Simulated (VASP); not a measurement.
# F (Cmce) in VASP: notebook, part 2 of 2

VASP 6.6.1. The steps go on from the part before.

### Step 4. Single point, r2SCAN

File POSCAR:

```
F
1.0
    2.4728542882     -1.6104303596      0.0000000000
    2.4728542882      1.6104303596      0.0000000000
    0.0000000000      0.0000000000      6.5449700122
F
4
Direct
    0.9054155717      0.0945844283      0.0963912690
    0.5945844283      0.4054155717      0.5963912690
    0.4054155717      0.5945844283      0.4036087310
    0.0945844283      0.9054155717      0.9036087310
```

File INCAR.step1:

```
SYSTEM = F
  ALGO = Normal
  EDIFF = 1E-5
  ENCUT = 660
  GGA = PE
  GGA_COMPAT = .FALSE.
  ISMEAR = 0
  LASPH = .TRUE.
  LCHARG = .FALSE.
  LREAL = .FALSE.
  LWAVE = .TRUE.
  NBANDS = 22
  NELM = 120
  PREC = Accurate
  SIGMA = 0.01
```

File INCAR.step2:

```
SYSTEM = F
  ALGO = Normal
  EDIFF = 1E-6
  ENCUT = 660
  GGA_COMPAT = .FALSE.
  ISIF = 2
  ISMEAR = 0
  ISTART = 1
  LASPH = .TRUE.
  LCHARG = .FALSE.
  LMIXTAU = .TRUE.
  LREAL = .FALSE.
  LWAVE = .FALSE.
  METAGGA = R2SCAN
  NBANDS = 22
  NELM = 120
  PREC = Accurate
  SIGMA = 0.01
```

File KPOINTS:

```
k-points
0
G
  10 10 4
  0 0 0
```

The run is started by

```sh
$ cat potpaw_PBE.64/F/POTCAR > POTCAR
$ cp INCAR.step1 INCAR
$ mpirun -np 1 vasp_std > vasp.out
$ cp INCAR.step2 INCAR
$ mpirun -np 1 vasp_std > vasp.out
```

It took 4.3 min on 1 thread of Intel Xeon 6975P-C (Granite Rapids), shared host; peak memory 0.26 GiB.

It converged, with:

```yaml
Free_energy: -12.4711 eV
Pressure: 1.5 GPa
Largest_force: 0.508 eV/Å
Band_gap_on_the_k_mesh: 3.71 eV
```

Forces in eV/Å, atoms in the order of the input:
```
F    0.000  0.219  0.458
F    0.000 -0.219  0.458
F    0.000  0.219 -0.458
F    0.000 -0.219 -0.458
```

Stress tensor (GPa, compression positive):
```
0.12 0.00 0.00
0.00 0.93 0.00
0.00 0.00 3.54
```

Levels at points of the mesh, in eV from the valence-band top:
```csv
k point,band 12,band 13,band 14,band 15,band 16,band 17
"(0.00, 0.00, 0.00)",-0.20,-0.04,0.00,3.71,4.86,10.99
"(0.50, 0.00, 0.00)",-0.57,-0.11,-0.11,4.41,4.41,15.97
"(0.50, 0.50, 0.00)",-0.66,-0.25,-0.25,4.06,4.74,16.33
"(0.00, 0.00, 0.50)",-0.38,-0.02,-0.02,4.26,4.26,11.96
"(0.50, 0.00, 0.50)",-0.49,-0.06,-0.06,4.36,4.36,16.27
"(0.50, 0.50, 0.50)",-0.59,-0.48,-0.48,4.39,4.39,16.78
```

Caveat: the PAW data sets were made with another functional, which shifts forces and pressure a little.

### Step 5. Relaxation of cell and atoms, PBE+D4

This run uses another cell than the first one, of 17.51 Å³/atom.

File INCAR:

```
SYSTEM = F
PREC     = Accurate       ! precision mode
ENCUT    = 600            ! plane-wave cutoff, eV
EDIFF    = 1E-7           ! SCF threshold, eV
ISMEAR   = -1             ! smearing method
SIGMA    = 0.02           ! smearing width, eV
LREAL    = .FALSE.        ! projectors in reciprocal space
LASPH    = .TRUE.         ! aspherical terms in the spheres
NELM     = 120            ! most SCF steps
ALGO     = Normal         ! electronic algorithm
ISIF     = 3              ! what is computed and relaxed
LWAVE    = .FALSE.        ! write WAVECAR
LCHARG   = .FALSE.        ! write CHGCAR
GGA      = PE             ! functional
IVDW     = 13             ! dispersion correction
IBRION   = 2              ! ionic algorithm
NSW      = 80             ! ionic steps
EDIFFG   = -0.005         ! ionic threshold
GGA_COMPAT= .FALSE.      
NELMIN   = 4
```

File KPOINTS:

```
Automatic mesh
0
G
  8 8 4
  0 0 0
```

File POSCAR:

```
F
1.0
    2.8604385440     -1.8232123519      0.0000000000
    2.8604385440      1.8232123519      0.0000000000
    0.0000000000      0.0000000000      6.7154610078
F
4
Direct
    0.9102544886      0.0897455114      0.0936222487
    0.5897455114      0.4102544886      0.5936222487
    0.4102544886      0.5897455114      0.4063777513
    0.0897455114      0.9102544886      0.9063777513
```

The run is started by

```sh
$ cat potpaw_PBE.64/F/POTCAR > POTCAR
$ mpirun -np 1 vasp_std > vasp.out
```

Wall time 5 min (1 thread of AMD EPYC 9R45 (Zen 5), shared host); peak memory 0.2 GiB.

Results (log left out):

```
Free energy                           : -7.4774 eV
Relaxed volume                        : 15.05 Å³/atom
Relaxed cell                          : a = 3.184 Å, b = 3.184 Å, c = 6.512 Å, α = 90.00°, β = 90.00°, γ = 65.73°
Space group after relaxing (to 0.1 Å) : Cmce (No. 64)
Energy gained by relaxing             : 5.9 meV/atom
Ionic steps                           : 15
Pressure after relaxing               : 0.0 GPa
Band gap on the k mesh                : 2.78 eV
Dispersion energy per atom            : -0.038 eV
```

The path:
```csv
step,energy change (eV),largest force (eV/Å),pressure (GPa),volume (Å³)
1,0.0000,0.3509,0.23,70.04
2,0.0272,0.9240,-2.64,70.30
3,-0.0033,0.0093,-0.52,70.11
4,-0.0049,0.0081,-0.51,69.63
5,-0.0094,0.0062,-0.48,68.22
6,-0.0169,0.0109,-0.34,65.46
7,-0.0222,0.0575,0.25,60.16
8,-0.0225,0.0487,0.11,61.17
9,-0.0011,0.7910,-2.05,60.31
10,-0.0227,0.0212,-0.05,61.11
11,-0.0231,0.0219,-0.04,60.84
12,-0.0236,0.0257,0.00,60.01
13,-0.0175,0.4554,1.26,59.82
14,-0.0237,0.0021,0.06,60.00
15,-0.0237,0.0016,0.03,60.19
```

Final structure:
```
F
1.0
     2.67460   -1.72790    0.00000
     2.67460    1.72790    0.00000
     0.00000    0.00000    6.51239
F
4
Direct
  0.90461 0.09539 0.09732
  0.59539 0.40461 0.59732
  0.40461 0.59539 0.40268
  0.09539 0.90461 0.90268
```

Levels at points of the mesh, in eV from the valence-band top:
```tsv
k point	band 12	band 13	band 14	band 15	band 16	band 17
(0.00, 0.00, 0.00)	-0.10	-0.05	0.00	2.78	3.60	9.53
(0.50, 0.00, 0.00)	-0.35	-0.09	-0.09	3.29	3.29	13.92
(0.50, 0.50, 0.00)	-0.54	-0.11	-0.06	3.00	3.53	14.13
(0.00, 0.00, 0.50)	-0.30	-0.02	-0.02	3.17	3.17	10.49
(0.50, 0.00, 0.50)	-0.30	-0.04	-0.04	3.26	3.26	14.37
(0.50, 0.50, 0.50)	-0.35	-0.35	-0.35	3.26	3.26	14.65
```

A k mesh can miss the band edges.

### Step 6. Overview

```tsv
task	level	cell	k mesh	cutoff (eV)	smearing	gap on the mesh (eV)	pressure (GPa)	relaxed volume (Å³/atom)	largest force (eV/Å)
single point	r2SCAN+rVV10	a = 2.951, b = 2.951, c = 6.545 Å, angles 90.0, 90.0, 66.1°, 4 atoms, atomic positions A	8 × 8 × 4	660	fermi-dirac 0.02 eV	3.69	0.8	-	0.54
relaxation of cell and atoms	PBE+D3(BJ)	relaxed from a = 4.112, b = 4.112, c = 6.376 Å, angles 90.0, 90.0, 61.2°, 4 atoms, atomic positions B	6 × 6 × 4	600	fermi-dirac 0.02 eV	2.90	0.0	16.15	-
single point	r2SCAN	a = 2.951, b = 2.951, c = 6.545 Å, angles 90.0, 90.0, 66.1°, 4 atoms, atomic positions A	10 × 10 × 4	660	gaussian 0.01 eV	3.71	1.5	-	0.51
relaxation of cell and atoms	PBE+D4	relaxed from a = 3.392, b = 3.392, c = 6.715 Å, angles 90.0, 90.0, 65.0°, 4 atoms, atomic positions C	8 × 8 × 4	600	fermi-dirac 0.02 eV	2.78	0.0	15.05	-
```

Alike in all rows: potentials or basis VASP PAW PBE potentials, release 64 (F); no spin polarisation.

Caveats: the PAW data sets were made with another functional, which shifts forces and pressure a little (at least some runs); the volume moved by over 15 % at a fixed basis, so the end points are rough (at least some runs).

Absolute energies hang on the potentials; compare differences alone.
